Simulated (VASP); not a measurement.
Write the native input for VASP 6.6.1 that does the following.

```
Task                   : single point
Functional             : PBE
Potentials or basis    : VASP PAW PBE potentials, release 64 (Eu, O)
Cutoff                 : 600 eV
k mesh                 : 10 × 10 × 10
Occupations            : gaussian, width 0.05 eV
Spin                   : collinear spin, ferromagnetic start
Starting moments       : [7.44, 0.0] μB
Hubbard terms          : Eu f U = 6.0 eV
Dipole correction      : no
Further INCAR settings : ALGO = Normal; EDIFF = 1e-06; NBANDS = 22
```

The structure of EuO lies in POSCAR:

```
EuO
1.0
    0.0000000000      2.5882963236      2.5882963236
    2.5882963236      0.0000000000      2.5882963236
    2.5882963236      2.5882963236      0.0000000000
Eu O
1 1
Direct
    0.0000000000      0.0000000000      0.0000000000
    0.5000000000      0.5000000000      0.5000000000
```

The input as run:

INCAR

```
ALGO = Normal
EDIFF = 1E-6
ENCUT = 600
GGA = PE
GGA_COMPAT = F
ISIF = 2
ISMEAR = 0
ISPIN = 2
LASPH = T
LCHARG = F
LDAU = T
LDAUJ = 0 0
LDAUL = 3 -1
LDAUPRINT = 1
LDAUTYPE = 2
LDAUU = 6 0
LMAXMIX = 6
LORBIT = 11
LREAL = F
LWAVE = F
MAGMOM = 7.44 0
NBANDS = 22
NELM = 200
PREC = Accurate
SIGMA = 0.05
```

KPOINTS

```
k-points
0
Gamma
  10 10 10
```

Potentials or basis: VASP PAW PBE potentials, release 64 (Eu, O).

Run with:

```bash
$ cat potpaw_PBE.64/Eu/POTCAR potpaw_PBE.64/O/POTCAR > POTCAR
$ mpirun -np 1 vasp_std > vasp.out
```

Results of the run:

The pressure is -0.4 GPa. The band gap on the k mesh is 0.07 eV (least direct gap 0.23 eV). The net moment is 7.00 μB per cell, the site moments are Eu +6.73; O -0.09 μB and the valence electrons inside the program's atomic spheres are Eu 14.94; O 4.95.

Caveat: spin-orbit coupling is left out, which moves the levels of the heavy elements; a cell with one magnetic atom can't hold antiferromagnetic order, which such compounds often take.

It took 4 min on 1 thread of Intel Xeon 8259CL, with other jobs on the host, peak memory 0.25 GiB.
